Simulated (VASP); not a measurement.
Write the native input for VASP 6.6.1 that does the following.

```
Task                   : single point
Functional             : PBEsol
Potentials or basis    : VASP PAW PBE potentials, release 64 (Ag)
Cutoff                 : 520 eV
k mesh                 : 24 × 24 × 12
Occupations            : gaussian, width 0.15 eV
Spin                   : no spin polarisation
Dipole correction      : no
Further INCAR settings : ALGO = Fast; EDIFF = 1e-07; NBANDS = 18
```

The structure of Ag lies in POSCAR:

```
Ag
1.0
    2.9299980804      0.0000000000      0.0000000000
   -1.4649990402      2.5374527707      0.0000000000
    0.0000000000      0.0000000000      4.7900000000
Ag
2
Direct
    0.3333333333      0.6666666667      0.2500000000
    0.6666666667      0.3333333333      0.7500000000
```

These files were run (other wordings do the same):

INCAR

```
PREC = Accurate
ENCUT = 520
EDIFF = 1E-7
ISMEAR = 0
SIGMA = 0.15
LREAL = F
LASPH = T
NELM = 60
ALGO = Fast
ISIF = 2
LWAVE = F
LCHARG = T
GGA = PS
LELF = T
LVHAR = T
NBANDS = 18
```

KPOINTS

```
regular mesh
0
Gamma
  24 24 12
```

Potentials or basis: VASP PAW PBE potentials, release 64 (Ag).

The run is started by

```console
$ cat potpaw_PBE.64/Ag/POTCAR > POTCAR
$ mpirun -np 1 vasp_std > vasp.out
```

It gave:

- Pressure: -6.5 GPa
- Band gap on the k mesh: zero (band 11 reaches 11.59 eV, above the bottom of band 12 at 4.32 eV)

Caveat: the PAW data sets were made with another functional, which shifts forces and pressure a little.

It used 360 s of CPU time on 1 thread of AMD EPYC 7R13 Processor (Zen 3), with other jobs on the host.
